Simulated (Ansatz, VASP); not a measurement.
# One calculation of TiW3, two programs

```
CELL_PARAMETERS angstrom
2.78498 0.00000 0.00000
-1.39249 2.41186 0.00000
0.00000 0.00000 9.87089
ATOMIC_POSITIONS crystal
Ti 0.33333 0.66667 0.00000
W 0.33333 0.66667 0.50000
W 0.66667 0.33333 0.25009
W 0.66667 0.33333 0.74991
```

Alike in both runs: functional PBE; k mesh 18 × 18 × 6; occupations gaussian, width 0.1 eV; no spin polarisation.

Ansatz relaxed the structure, and its values are those at the end. VASP's run is a single point on that final structure, the one shown.

|  | VASP | Ansatz |
| --- | --- | --- |
| version | VASP 6.6.1 | Ansatz 0.2.0 |
| potentials or method | VASP PAW PBE potentials, release 64 (Ti_sv, W_sv), cutoff 520 eV | scalar-relativistic, plane waves, PAW |
| valence electrons in the cell | 54 | 54 |

VASP gave:

| Property | Result |
| --- | --- |
| gap on the k mesh at the Fermi level (eV) | none |
| pressure (GPa) | 0.2 |
| rms of the force components (eV/Å) | 0.009 |

Problem. Estimate Ansatz's values.

Solution. gap on the k mesh at the Fermi level (eV): none; pressure (GPa): 0.0; rms of the force components (eV/Å): 0.000.

A gap of «none» marks a metal or a gap that the smearing closes.

Spin-orbit coupling is off throughout.
